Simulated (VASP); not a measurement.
# BaTe (Fm-3m) in VASP: further runs

BaTe is run at these levels: PBE; tasks: single point, relaxation of cell and atoms.

Program: VASP 6.6.1. These are calculated values, not measurements. Logs are shortened: lines on timing, memory, paths and dates and some standing lists are left out, and cuts for length are marked.

**1. The cell of the first run**

It takes space group Fm-3m (No. 225, cubic). The conventional cell has a = 7.065 Å, b = 7.065 Å, c = 7.065 Å, α = 90.00°, β = 90.00°, γ = 90.00°. Within 4.6 Å of Ba (site symmetry m-3m) lie 6 Te at 3.53 Å. Te (site symmetry m-3m) has 6 Ba at 3.53 Å within 4.6 Å.

**2. Single point, PBE**

Contents of INCAR:

```
PREC     = Accurate       # precision mode
ENCUT    = 520            # plane-wave cutoff, eV
EDIFF    = 1E-6           # SCF threshold, eV
ISMEAR   = -1             # smearing method
SIGMA    = 0.02           # smearing width, eV
LREAL    = False          # projectors in reciprocal space
LASPH    = True           # aspherical terms in the spheres
NELM     = 100            # most SCF steps
ALGO     = Normal         # electronic algorithm
ISIF     = 2              # what is computed and relaxed
LWAVE    = False          # write WAVECAR
LCHARG   = False          # write CHGCAR
GGA      = PE             # functional
NBANDS   = 15             # bands
```

Contents of KPOINTS:

```
Automatic mesh
0
Gamma
  6 6 6
```

Contents of POSCAR:

```
BaTe
1.0
    0.0000000000      3.5323793482      3.5323793482
    3.5323793482      0.0000000000      3.5323793482
    3.5323793482      3.5323793482      0.0000000000
Ba Te
1 1
Direct
    0.0000000000      0.0000000000      0.0000000000
    0.5000000000      0.5000000000      0.5000000000
```

Potentials or basis: VASP PAW PBE potentials, release 64 (Ba_sv, Te).

Started as:

```bash
$ cat potpaw_PBE.64/Ba_sv/POTCAR potpaw_PBE.64/Te/POTCAR > POTCAR
$ mpirun -np 1 vasp_std > vasp.out
```

OUTCAR:

```text
PREC = Accurate
   ENCUT = 520
   EDIFF = 1E-6
   ISMEAR = -1
   LREAL = False
   LASPH = True
   NELM = 100
   ISIF = 2
   GGA = PE

 ion  position               nearest neighbor table
   1  0.000  0.000  0.000-   2 3.53   2 3.53   2 3.53   2 3.53   2 3.53   2 3.53
   2  0.500  0.500  0.500-   1 3.53   1 3.53   1 3.53   1 3.53   1 3.53   1 3.53

  LATTYP: Found a face centered cubic cell.
 ALAT       =     7.0647586964

  Lattice vectors:

 A1 = (   0.0000000000,   3.5323793482,   3.5323793482)
 A2 = (   3.5323793482,   0.0000000000,   3.5323793482)
 A3 = (   3.5323793482,   3.5323793482,   0.0000000000)

Analysis of symmetry for initial positions (statically):
=====================================================================
 Subroutine PRICEL returns:
 Original cell was already a primitive cell.

 Routine SETGRP: Setting up the symmetry group for a
 face centered cubic supercell.

 Subroutine GETGRP returns: Found 48 space group operations
 (whereof 48 operations were pure point group operations)
 out of a pool of 48 trial point group operations.

The static configuration has the point symmetry O_h .

Analysis of symmetry for dynamics (positions and initial velocities):
=====================================================================
 Subroutine PRICEL returns:
 Original cell was already a primitive cell.

 Routine SETGRP: Setting up the symmetry group for a
 face centered cubic supercell.

 Subroutine GETGRP returns: Found 48 space group operations
 (whereof 48 operations were pure point group operations)
 out of a pool of 48 trial point group operations.

The dynamic configuration has the point symmetry O_h .

 Subroutine INISYM returns: Found 48 space group operations
 (whereof 48 operations are pure point group operations),
 and found     1 'primitive' translations

----------------------------------------------------------------------------------------

                                     Primitive cell

  volume of cell :      88.1520

  direct lattice vectors                    reciprocal lattice vectors
     0.000000000  3.532379348  3.532379348    -0.141547651  0.141547651  0.141547651
     3.532379348  0.000000000  3.532379348     0.141547651 -0.141547651  0.141547651
     3.532379348  3.532379348  0.000000000     0.141547651  0.141547651 -0.141547651

  length of vectors
     4.995538782  4.995538782  4.995538782     0.245167724  0.245167724  0.245167724

  position of ions in fractional coordinates (direct lattice)
     0.000000000  0.000000000  0.000000000
     0.500000000  0.500000000  0.500000000

  ion indices of the primitive-cell ions
   primitive index   ion index
                 1           1
                 2           2

----------------------------------------------------------------------------------------

 KPOINTS: Automatic mesh

Automatic generation of k-mesh.
 Grid dimensions read from file:
 generate k-points for:    6    6    6

 Generating k-lattice:

  Cartesian coordinates                     Fractional coordinates (reciprocal lattice)
    -0.023591275  0.023591275  0.023591275     0.166666667  0.000000000  0.000000000
     0.023591275 -0.023591275  0.023591275     0.000000000  0.166666667  0.000000000
     0.023591275  0.023591275 -0.023591275     0.000000000  0.000000000  0.166666667

  Length of vectors
     0.040861287  0.040861287  0.040861287

  Shift w.r.t. Gamma in fractional coordinates (k-lattice)
     0.000000000  0.000000000  0.000000000

 Subroutine IBZKPT returns following result:
 ===========================================

 Found     16 irreducible k-points:

 Following reciprocal coordinates:
            Coordinates               Weight
  0.000000  0.000000  0.000000      1.000000
  0.166667  0.000000  0.000000      8.000000
  0.333333  0.000000  0.000000      8.000000
  0.500000  0.000000  0.000000      4.000000
  0.166667  0.166667  0.000000      6.000000
  0.333333  0.166667  0.000000     24.000000
[... 8 lines left out ...]
 -0.333333  0.333333  0.166667     24.000000
 -0.333333  0.500000  0.166667     12.000000
   k-points           NKPTS =     16   k-points in BZ     NKDIM =     16   number of bands    NBANDS=     15
   number of dos      NEDOS =    301   number of ions     NIONS =      2
   total plane-waves  NPLWV =  64000
   dimension x,y,z NGX =    40 NGY =   40 NGZ =   40
   dimension x,y,z NGXF=    80 NGYF=   80 NGZF=   80
   ions per type =               1   1
   NGX,Y,Z   is equivalent  to a cutoff of  13.31, 13.31, 13.31 a.u.
   NGXF,Y,Z  is equivalent  to a cutoff of  26.62, 26.62, 26.62 a.u.
 SYSTEM =  unknown system
   PREC   = accura    normal or accurate (medium, high low for compatibility)
   ISTART =      0    job   : 0-new  1-cont  2-samecut
   ICHARG =      2    charge: 1-file 2-atom 10-const
   ISPIN  =      1    spin polarized calculation?
   LNONCOLLINEAR =      F non collinear calculations
   LSORBIT =      F    spin-orbit coupling
   LASPH  =      T    aspherical Exc in radial PAW
   ENCUT  =  520.0 eV  38.22 Ry    6.18 a.u.   9.29  9.29  9.29*2*pi/ulx,y,z
   NELM   =    100;   NELMIN=  2; NELMDL= -5     # of ELM steps
   EDIFF  = 0.1E-05   stopping-criterion for ELM
   LREAL  =      F    real-space projection
   EDIFFG = 0.1E-04   stopping-criterion for IOM
   NSW    =      0    number of steps for IOM
   IBRION =     -1    ionic relax: 0-MD 1-quasi-New 2-CG
   NFREE  =      0    steps in history (QN), initial steepest desc. (CG)
   ISIF   =      2    stress and relaxation
   ISYM   =      2    0-nonsym 1-usesym 2-fastsym
   POTIM  = 0.5000    time-step for ionic-motion
   TEBEG  =    0.0;   TEEND  =   0.0 temperature during run
   PSTRESS=    0.0 pullay stress
   NELECT =      16.0000    total number of electrons
   NUPDOWN=      -1.0000    fix difference up-down
   EMIN   =  10.00;   EMAX   =-10.00  energy-range for DOS
   EFERMI =   0.00;   METHOD = LEGACY
   ISMEAR =    -1;   SIGMA  =   0.02  broadening in eV -4-tet -1-fermi 0-gaus
   EFERMI_NEDOS =   21; number of points for ismear=-14 and -15
   IALGO  =     38    algorithm
   IMIX   =      4    mixing-type and parameters
     AMIX     =   0.40;   BMIX     =  1.00
     AMIX_MAG =   1.60;   BMIX_MAG =  1.00
  volume/ion in A,a.u.               =      44.08       297.44
  Fermi-wavevector in a.u.,A,eV,Ry     =   0.926910  1.751606 11.689606  0.859162
  Thomas-Fermi vector in A             =   2.052923
   LORBIT       =      0    0 simple, 1 ext, 2 COOP (PROOUT), +10 PAW based schemes
   GGA     = PE    functional components
   LHFCALC =     F    Hartree Fock is set to
   AEXX    =    0.0000 exact exchange contribution
   IVDW    =     0    specifies the selected vdW correction
   LEPSILON=     F    determine dielectric tensor
   LRPA    =     F    only Hartree local field effects (RPA)
 non-spin polarized calculation
  energy-cutoff  :      520.00
  volume of cell :       88.15
 maximum number of plane-waves:      2421
 NGX is ok and might be reduce to    40
   NGX = 19   NGY = 19   NGZ = 19

 number of electron      16.0000000 magnetization

 Free energy of the ion-electron system (eV)
  ---------------------------------------------------
  ext. energy  EPLUGINS =         0.00000000
  ---------------------------------------------------
  free energy    TOTEN  =        -8.62822620 eV

  energy without entropy =       -8.62822620  energy(sigma->0) =       -8.62822620

 E-fermi :   2.4981     XC(G=0):  -8.1357

 val. band max:        2.1058410836   @ k =   0.0000   0.0000   0.0000
 cond. band min:       3.6833683191   @ k =   0.5000   0.5000   0.0000
 fundamental gap:      1.5775272354
 Fermi energy:         2.4980568664

 k-point     1 :       0.0000    0.0000    0.0000
  band No.  band energies     occupation
      1     -24.9875      2.00000
      2     -10.1322      2.00000
      3     -10.1322      2.00000
      4     -10.1322      2.00000
      5      -7.3751      2.00000
      6       2.1058      2.00000
      7       2.1058      2.00000
      8       2.1058      2.00000
      9       4.9099      0.00000
     10       5.0473      0.00000
     11       5.0473      0.00000
     12       5.0473      0.00000
     13       5.6352      0.00000
     14       5.6352      0.00000
     15       9.0890      0.00000

 k-point     2 :       0.1667    0.0000    0.0000
  band No.  band energies     occupation
      1     -24.9847      2.00000
      2     -10.2355      2.00000
      3     -10.1350      2.00000
      4     -10.1350      2.00000
      5      -7.2037      2.00000
      6       1.3284      2.00000
      7       1.7483      2.00000
      8       1.7483      2.00000
      9       5.0751      0.00000
     10       5.3727      0.00000
     11       5.3727      0.00000
     12       5.9843      0.00000
     13       6.3612      0.00000
     14       6.3612      0.00000
     15       9.8796      0.00000

 k-point     3 :       0.3333    0.0000    0.0000
  band No.  band energies     occupation
      1     -24.9790      2.00000
      2     -10.4167      2.00000
      3     -10.1405      2.00000
      4     -10.1405      2.00000
      5      -6.8758      2.00000
      6       0.3350      2.00000
      7       1.2347      2.00000
      8       1.2347      2.00000
      9       5.4948      0.00000
     10       6.2049      0.00000
     11       6.2049      0.00000
     12       7.3287      0.00000
     13       7.9406      0.00000
     14       7.9406      0.00000
     15      10.0365      0.00000
[... 199 lines left out ...]
 k-point    15 :      -0.3333    0.3333    0.1667
  band No.  band energies     occupation
      1     -24.9734      2.00000
      2     -10.3656      2.00000
      3     -10.2330      2.00000
      4     -10.1893      2.00000
      5      -6.9275      2.00000
      6       0.5758      2.00000
      7       1.1422      2.00000
      8       1.1843      2.00000
      9       5.6766      0.00000
     10       5.7898      0.00000
     11       7.3507      0.00000
     12       7.3510      0.00000
     13       7.5304      0.00000
     14       9.2282      0.00000
     15      10.0068      0.00000

 k-point    16 :      -0.3333    0.5000    0.1667
  band No.  band energies     occupation
      1     -24.9725      2.00000
      2     -10.2899      2.00000
      3     -10.2489      2.00000
      4     -10.2344      2.00000
      5      -7.0431      2.00000
      6       1.0567      2.00000
      7       1.0587      2.00000
      8       1.3680      2.00000
      9       4.6813      0.00000
     10       6.6040      0.00000
     11       6.7271      0.00000
     12       7.2837      0.00000
     13       7.7579      0.00000
     14       8.4509      0.00000
     15      10.0694      0.00000

------------------------ aborting loop because EDIFF is reached ----------------------------------------

  FORCE on cell =-STRESS in cart. coord.  units (eV):
  Direction    XX          YY          ZZ          XY          YZ          ZX
  --------------------------------------------------------------------------------------
  -------------------------------------------------------------------------------------
  Total        0.1658335      0.1658335      0.1658335      0.0000000      0.0000000     -0.0000000
  in kB        3.0140533      3.0140533      3.0140533      0.0000000      0.0000000     -0.0000000
  external PRESSURE =       3.0140533 kB  Pullay stress =       0.0000000 kB

 VOLUME and BASIS-vectors are now :
 -----------------------------------------------------------------------------
  energy-cutoff  :      520.00
  volume of cell :       88.15
      direct lattice vectors                 reciprocal lattice vectors
     0.000000000  3.532379348  3.532379348    -0.141547651  0.141547651  0.141547651
     3.532379348  0.000000000  3.532379348     0.141547651 -0.141547651  0.141547651
     3.532379348  3.532379348  0.000000000     0.141547651  0.141547651 -0.141547651

 POSITION                                       TOTAL-FORCE (eV/Angst)
 -----------------------------------------------------------------------------------
      0.00000      0.00000      0.00000         0.000000     -0.000000      0.000000
      3.53238      3.53238      3.53238         0.000000      0.000000      0.000000
 -----------------------------------------------------------------------------------
    total drift:                                0.000000     -0.000000     -0.000000

  FREE ENERGIE OF THE ION-ELECTRON SYSTEM (eV)
  ---------------------------------------------------
  free  energy   TOTEN  =        -8.6282261968 eV

  energy  without entropy=       -8.6282261968  energy(sigma->0) =       -8.62822620
```

Run time: 23 s. Hardware: 1 thread of Intel Xeon Platinum 8259CL at 2.50GHz (Skylake/Cascade Lake), shared host; peak memory 0.24 GiB.

What came out:

| Quantity | Value |
| --- | --- |
| Free energy | -8.6282 eV |
| Pressure | 0.3 GPa |
| Band gap on the k mesh | 1.58 eV, indirect (least direct gap 1.96 eV) |

Caveat: spin-orbit coupling is left out, which moves the levels of the heavy elements. A k mesh can miss the band edges.

(Continued in part 2 of 2.)
